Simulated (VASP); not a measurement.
# Mg2CdTe3 (P3m1) in VASP: notebook

The runs below take Mg2CdTe3 through single point, with PBE, r2SCAN.

Everything below comes from runs of VASP 6.6.1. Logs are shortened: lines on timing, memory, paths and dates and some standing lists are left out, and cuts for length are marked.

## Step 1: The cell of the first run

It takes space group P3m1 (No. 156, trigonal). Conventional cell: a = 4.633 Å, b = 4.633 Å, c = 11.316 Å, α = 90.00°, β = 90.00°, γ = 120.00°. Mg (site symmetry 3m) has 4 Te at 2.82 Å within 3.7 Å. Within 3.7 Å of Mg (site symmetry 3m) lie 4 Te at 2.82 to 2.83 Å. Cd (site symmetry 3m) has 4 Te at 2.85 to 2.86 Å within 3.8 Å. Te (site symmetry 3m) has 3 Mg at 2.82 Å and 1 Cd at 2.86 Å within 3.7 Å. Within 3.7 Å of Te (site symmetry 3m) lie 1 Mg at 2.82 Å and 3 Cd at 2.85 Å. Te (site symmetry 3m) has 4 Mg at 2.82 to 2.83 Å within 3.7 Å.

## Step 2: Single point, PBE

File INCAR:

```
SYSTEM = Mg2CdTe3
PREC = Accurate
ENCUT = 520
EDIFF = 1E-6
ISMEAR = 0
SIGMA = 0.02
LREAL = .False.
LASPH = .True.
NELM = 80
ALGO = Normal
ISIF = 2
LWAVE = .False.
LCHARG = .False.
GGA = PE
NBANDS = 26
```

File KPOINTS:

```
Automatic mesh
0
Gamma
  6 6 4
  0 0 0
```

File POSCAR:

```
Mg2CdTe3
1.0
    4.6332198300      0.0000000000      0.0000000000
   -2.3166099150      4.0124860741      0.0000000000
    0.0000000000      0.0000000000     11.3162888000
Mg Cd Te
2 1 3
Direct
    0.3333333333      0.6666666667      0.9993960000
    0.6666666667      0.3333333333      0.6692520000
    0.0000000000      0.0000000000      0.3320900000
    0.0000000000      0.0000000000      0.0791730000
    0.6666666667      0.3333333333      0.4201980000
    0.3333333333      0.6666666667      0.7498910000
```

Potentials or basis: VASP PAW PBE potentials, release 64 (Mg, Cd, Te).

On the command line:

```console
$ cat potpaw_PBE.64/Mg/POTCAR potpaw_PBE.64/Cd/POTCAR potpaw_PBE.64/Te/POTCAR > POTCAR
$ mpirun -np 1 vasp_std > vasp.out
```

OUTCAR:

```text
SYSTEM = Mg2CdTe3
   PREC = Accurate
   ENCUT = 520
   EDIFF = 1E-6
   ISMEAR = 0
   LREAL = .False.
   LASPH = .True.
   NELM = 80
   ISIF = 2
   GGA = PE

 ion  position               nearest neighbor table
   1  0.333  0.667  0.999-   4 2.82   4 2.82   4 2.82   6 2.82
   2  0.667  0.333  0.669-   5 2.82   6 2.83   6 2.83   6 2.83
   3  0.000  0.000  0.332-   5 2.85   5 2.85   5 2.85   4 2.86
   4  0.000  0.000  0.079-   1 2.82   1 2.82   1 2.82   3 2.86
   5  0.667  0.333  0.420-   2 2.82   3 2.85   3 2.85   3 2.85
   6  0.333  0.667  0.750-   1 2.82   2 2.83   2 2.83   2 2.83

  LATTYP: Found a hexagonal cell.
 ALAT       =     4.6332198300
 C/A-ratio  =     2.4424243216

  Lattice vectors:

 A1 = (   4.6332198300,   0.0000000000,   0.0000000000)
 A2 = (  -2.3166099150,   4.0124860741,   0.0000000000)
 A3 = (   0.0000000000,   0.0000000000,  11.3162888000)

Analysis of symmetry for initial positions (statically):
=====================================================================
 Subroutine PRICEL returns:
 Original cell was already a primitive cell.

 Routine SETGRP: Setting up the symmetry group for a
 hexagonal supercell.

 Subroutine GETGRP returns: Found  6 space group operations
 (whereof  6 operations were pure point group operations)
 out of a pool of 24 trial point group operations.

The static configuration has the point symmetry C_3v.

Analysis of symmetry for dynamics (positions and initial velocities):
=====================================================================
 Subroutine PRICEL returns:
 Original cell was already a primitive cell.

 Routine SETGRP: Setting up the symmetry group for a
 hexagonal supercell.

 Subroutine GETGRP returns: Found  6 space group operations
 (whereof  6 operations were pure point group operations)
 out of a pool of 24 trial point group operations.

The dynamic configuration has the point symmetry C_3v.

 Subroutine INISYM returns: Found  6 space group operations
 (whereof  6 operations are pure point group operations),
 and found     1 'primitive' translations

----------------------------------------------------------------------------------------

                                     Primitive cell

  volume of cell :     210.3781

  direct lattice vectors                    reciprocal lattice vectors
     4.633219830  0.000000000  0.000000000     0.215832625  0.124611024  0.000000000
    -2.316609915  4.012486074  0.000000000     0.000000000  0.249222049  0.000000000
     0.000000000  0.000000000 11.316288800     0.000000000  0.000000000  0.088368194

  length of vectors
     4.633219830  4.633219830 11.316288800     0.249222049  0.249222049  0.088368194

  position of ions in fractional coordinates (direct lattice)
     0.333333333  0.666666667  0.999396000
     0.666666667  0.333333333  0.669252000
     0.000000000  0.000000000  0.332090000
     0.000000000  0.000000000  0.079173000
     0.666666667  0.333333333  0.420198000
     0.333333333  0.666666667  0.749891000

  ion indices of the primitive-cell ions
   primitive index   ion index
                 1           1
                 2           2
                 3           3
                 4           4
                 5           5
                 6           6

----------------------------------------------------------------------------------------

 KPOINTS: Automatic mesh

Automatic generation of k-mesh.
 Grid dimensions read from file:
 generate k-points for:    6    6    4

 Generating k-lattice:

  Cartesian coordinates                     Fractional coordinates (reciprocal lattice)
     0.035972104  0.020768504  0.000000000     0.166666667 -0.000000000  0.000000000
     0.000000000  0.041537008  0.000000000     0.000000000  0.166666667  0.000000000
     0.000000000  0.000000000  0.022092048     0.000000000  0.000000000  0.250000000

  Length of vectors
     0.041537008  0.041537008  0.022092048

  Shift w.r.t. Gamma in fractional coordinates (k-lattice)
     0.000000000  0.000000000  0.000000000

 Subroutine IBZKPT returns following result:
 ===========================================

 Found     24 irreducible k-points:

 Following reciprocal coordinates:
            Coordinates               Weight
  0.000000  0.000000  0.000000      1.000000
  0.166667  0.000000  0.000000      6.000000
  0.333333 -0.000000  0.000000      6.000000
  0.500000  0.000000  0.000000      3.000000
  0.166667  0.166667  0.000000      6.000000
  0.333333  0.166667  0.000000     12.000000
[... 16 lines left out ...]
  0.333333  0.166667  0.500000     12.000000
  0.333333  0.333333  0.500000      2.000000
   k-points           NKPTS =     24   k-points in BZ     NKDIM =     24   number of bands    NBANDS=     26
   number of dos      NEDOS =    301   number of ions     NIONS =      6
   total plane-waves  NPLWV = 108864
   dimension x,y,z NGX =    36 NGY =   36 NGZ =   84
   dimension x,y,z NGXF=    72 NGYF=   72 NGZF=  168
   ions per type =               2   1   3
   NGX,Y,Z   is equivalent  to a cutoff of  12.92, 12.92, 12.34 a.u.
   NGXF,Y,Z  is equivalent  to a cutoff of  25.83, 25.83, 24.68 a.u.
 SYSTEM =  Mg2CdTe3
   PREC   = accura    normal or accurate (medium, high low for compatibility)
   ISTART =      0    job   : 0-new  1-cont  2-samecut
   ICHARG =      2    charge: 1-file 2-atom 10-const
   ISPIN  =      1    spin polarized calculation?
   LNONCOLLINEAR =      F non collinear calculations
   LSORBIT =      F    spin-orbit coupling
   LASPH  =      T    aspherical Exc in radial PAW
   ENCUT  =  520.0 eV  38.22 Ry    6.18 a.u.   8.61  8.61 21.04*2*pi/ulx,y,z
   NELM   =     80;   NELMIN=  2; NELMDL= -5     # of ELM steps
   EDIFF  = 0.1E-05   stopping-criterion for ELM
   LREAL  =      F    real-space projection
   EDIFFG = 0.1E-04   stopping-criterion for IOM
   NSW    =      0    number of steps for IOM
   IBRION =     -1    ionic relax: 0-MD 1-quasi-New 2-CG
   NFREE  =      0    steps in history (QN), initial steepest desc. (CG)
   ISIF   =      2    stress and relaxation
   ISYM   =      2    0-nonsym 1-usesym 2-fastsym
   POTIM  = 0.5000    time-step for ionic-motion
   TEBEG  =    0.0;   TEEND  =   0.0 temperature during run
   PSTRESS=    0.0 pullay stress
   NELECT =      34.0000    total number of electrons
   NUPDOWN=      -1.0000    fix difference up-down
   EMIN   =  10.00;   EMAX   =-10.00  energy-range for DOS
   EFERMI =   0.00;   METHOD = LEGACY
   ISMEAR =     0;   SIGMA  =   0.02  broadening in eV -4-tet -1-fermi 0-gaus
   EFERMI_NEDOS =   21; number of points for ismear=-14 and -15
   IALGO  =     38    algorithm
   IMIX   =      4    mixing-type and parameters
     AMIX     =   0.40;   BMIX     =  1.00
     AMIX_MAG =   1.60;   BMIX_MAG =  1.00
  volume/ion in A,a.u.               =      35.06       236.62
  Fermi-wavevector in a.u.,A,eV,Ry     =   0.891732  1.685129 10.819160  0.795186
  Thomas-Fermi vector in A             =   2.013590
   LORBIT       =      0    0 simple, 1 ext, 2 COOP (PROOUT), +10 PAW based schemes
   GGA     = PE    functional components
   LHFCALC =     F    Hartree Fock is set to
   AEXX    =    0.0000 exact exchange contribution
   IVDW    =     0    specifies the selected vdW correction
   LEPSILON=     F    determine dielectric tensor
   LRPA    =     F    only Hartree local field effects (RPA)
 non-spin polarized calculation
 Gauss-broadening in eV      SIGMA  =   0.02
  energy-cutoff  :      520.00
  volume of cell :      210.38
 maximum number of plane-waves:      5713
 NGX is ok and might be reduce to    36
   NGX = 17   NGY = 17   NGZ = 43

 number of electron      34.0000003 magnetization

 Free energy of the ion-electron system (eV)
  ---------------------------------------------------
  ext. energy  EPLUGINS =         0.00000000
  ---------------------------------------------------
  free energy    TOTEN  =       -17.60483487 eV

  energy without entropy =      -17.60483487  energy(sigma->0) =      -17.60483487

 E-fermi :   2.0067     XC(G=0):  -7.9520

 val. band max:        1.8878033400   @ k =   0.0000   0.0000   0.0000
 cond. band min:       3.3447330664   @ k =   0.0000   0.0000   0.0000
 fundamental gap:      1.4569297264
 Fermi energy:         2.0066843812

 k-point     1 :       0.0000    0.0000    0.0000
  band No.  band energies     occupation
      1      -8.6197      2.00000
      2      -8.3341      2.00000
      3      -8.1537      2.00000
      4      -5.9609      2.00000
      5      -5.9609      2.00000
      6      -5.7739      2.00000
[... 18 lines left out ...]
     25       7.1642      0.00000
     26       7.3388      0.00000

 k-point     2 :       0.1667    0.0000    0.0000
  band No.  band energies     occupation
      1      -8.5290      2.00000
      2      -8.2705      2.00000
      3      -8.0837      2.00000
      4      -5.9426      2.00000
      5      -5.9174      2.00000
      6      -5.7914      2.00000
[... 18 lines left out ...]
     25       7.2598      0.00000
     26       7.6126      0.00000

 k-point     3 :       0.3333   -0.0000    0.0000
  band No.  band energies     occupation
      1      -8.3418      2.00000
      2      -8.1268      2.00000
      3      -7.9411      2.00000
      4      -5.9100      2.00000
      5      -5.8411      2.00000
      6      -5.7864      2.00000
[... 572 lines left out ...]
 k-point    23 :       0.3333    0.1667    0.5000
  band No.  band energies     occupation
      1      -8.2532      2.00000
      2      -8.0362      2.00000
      3      -7.8725      2.00000
      4      -5.9024      2.00000
      5      -5.8174      2.00000
      6      -5.7777      2.00000
[... 18 lines left out ...]
     25       7.7975      0.00000
     26       8.0795      0.00000

 k-point    24 :       0.3333    0.3333    0.5000
  band No.  band energies     occupation
      1      -8.2167      2.00000
      2      -7.9746      2.00000
      3      -7.8447      2.00000
      4      -5.9012      2.00000
      5      -5.7925      2.00000
      6      -5.7806      2.00000
[... 18 lines left out ...]
     25       7.8851      0.00000
     26       8.0159      0.00000

------------------------ aborting loop because EDIFF is reached ----------------------------------------

  FORCE on cell =-STRESS in cart. coord.  units (eV):
  Direction    XX          YY          ZZ          XY          YZ          ZX
  --------------------------------------------------------------------------------------
  -------------------------------------------------------------------------------------
  Total        0.0267248      0.0267248      0.0306111      0.0000000      0.0000000      0.0000000
  in kB        0.2035284      0.2035284      0.2331251      0.0000000      0.0000000      0.0000000
  external PRESSURE =       0.2133939 kB  Pullay stress =       0.0000000 kB

 VOLUME and BASIS-vectors are now :
 -----------------------------------------------------------------------------
  energy-cutoff  :      520.00
  volume of cell :      210.38
      direct lattice vectors                 reciprocal lattice vectors
     4.633219830  0.000000000  0.000000000     0.215832625  0.124611024  0.000000000
    -2.316609915  4.012486074  0.000000000     0.000000000  0.249222049  0.000000000
     0.000000000  0.000000000 11.316288800     0.000000000  0.000000000  0.088368194

 POSITION                                       TOTAL-FORCE (eV/Angst)
 -----------------------------------------------------------------------------------
     -0.00000      2.67499     11.30945         0.000000      0.000000     -0.000196
      2.31661      1.33750      7.57345         0.000000      0.000000     -0.001503
      0.00000      0.00000      3.75803        -0.000000      0.000000      0.000229
      0.00000      0.00000      0.89594        -0.000000      0.000000     -0.017881
      2.31661      1.33750      4.75508         0.000000     -0.000000      0.017455
     -0.00000      2.67499      8.48598         0.000000      0.000000      0.001896
 -----------------------------------------------------------------------------------
    total drift:                                0.000000     -0.000000     -0.000748

  FREE ENERGIE OF THE ION-ELECTRON SYSTEM (eV)
  ---------------------------------------------------
  free  energy   TOTEN  =       -17.6048348739 eV

  energy  without entropy=      -17.6048348739  energy(sigma->0) =      -17.60483487
```

Wall time 50 s (1 thread of Intel Xeon 6975P-C (Granite Rapids), shared host); peak memory 0.4 GiB.

Results:

| Quantity | Value |
| --- | --- |
| Free energy | -17.6048 eV |
| Pressure | 0.0 GPa |
| Largest force | 0.018 eV/Å |
| Band gap on the k mesh | 1.46 eV, direct |

Forces on the atoms (eV/Å):
```
Mg   0.000  0.000  0.000
Mg   0.000  0.000 -0.002
Cd   0.000  0.000  0.000
Te   0.000  0.000 -0.018
Te   0.000  0.000  0.017
Te   0.000  0.000  0.002
```

Caveat: spin-orbit coupling is left out, which moves the levels of the heavy elements.

(Part 1 of 2 ends here.)
